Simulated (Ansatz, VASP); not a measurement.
Given: the input of a run of Ansatz 0.2.0 on Zr.

File input.yaml:

```yaml
crystal:
  lattice:
    - [3.232, 0.0, 0.0]
    - [-1.616, 2.798994105, 0.0]
    - [0.0, 0.0, 5.147]
  atoms:
    - { symbol: Zr, position: [0.6666666667, 0.3333333333, 0.75] }
    - { symbol: Zr, position: [0.3333333333, 0.6666666667, 0.25] }
hamiltonian:
  xc: pbesol
  pseudopotentials: { kind: paw }
  dispersion: d4
kpoints:
  mp_grid: { grid: [9, 9, 5] }
scf:
  occupations: { method: fermi_dirac, width: 0.05 }
output:
  forces: true
  stress: true
relax:
  f_tol: 0.01
  max_steps: 40
  cell: { stress_tol: 0.05 }
```

Potentials or basis: Ansatz PAW.

Command:

```sh
$ ansatz run input.yaml --threads 2 --pin off --max-ram 5632MiB --backend cpu --events-out ev --progress --plain --runs-dir out
```

Problem. Translate it to VASP 6.6.1. Potentials there: VASP PAW PBE potentials, release 64 (Zr_sv).

Solution. As run (the cutoff follows the program's own potentials):

INCAR

```
ALGO = Normal
EDIFF = 1E-7
EDIFFG = -0.01
ENCUT = 600
GGA = PS
IBRION = 2
ISIF = 3
ISMEAR = -1
IVDW = 13
LASPH = T
LCHARG = F
LREAL = F
LWAVE = F
NELM = 80
NSW = 60
PREC = Accurate
SIGMA = 0.05
```

File KPOINTS:

```
k-points
0
Gamma
  9 9 5
```

POSCAR

```
Zr
1.0
    3.2320000000      0.0000000000      0.0000000000
   -1.6160000000      2.7989941050      0.0000000000
    0.0000000000      0.0000000000      5.1470000000
Zr
2
Direct
    0.6666666667      0.3333333333      0.7500000000
    0.3333333333      0.6666666667      0.2500000000
```

Potentials or basis: VASP PAW PBE potentials, release 64 (Zr_sv).

Run with:

```sh
$ cat potpaw_PBE.64/Zr_sv/POTCAR > POTCAR
$ mpirun -np 1 vasp_std > vasp.out
```

Both were run:

|  | VASP | Ansatz | Ansatz less VASP |
| --- | --- | --- | --- |
| relaxed volume (Å³/atom) | 22.28 | 22.27 | -0.007 |
| relaxed length of the cell vector where the two differ most in proportion (Å) | 5.113 | 5.112 | -0.0010 |

VASP's potentials were made for PBE, not for PBEsol.

Noted on Ansatz's run: the plane-wave basis is chosen anew once the cell has moved, so the energies of steps on either side of that aren't comparable.
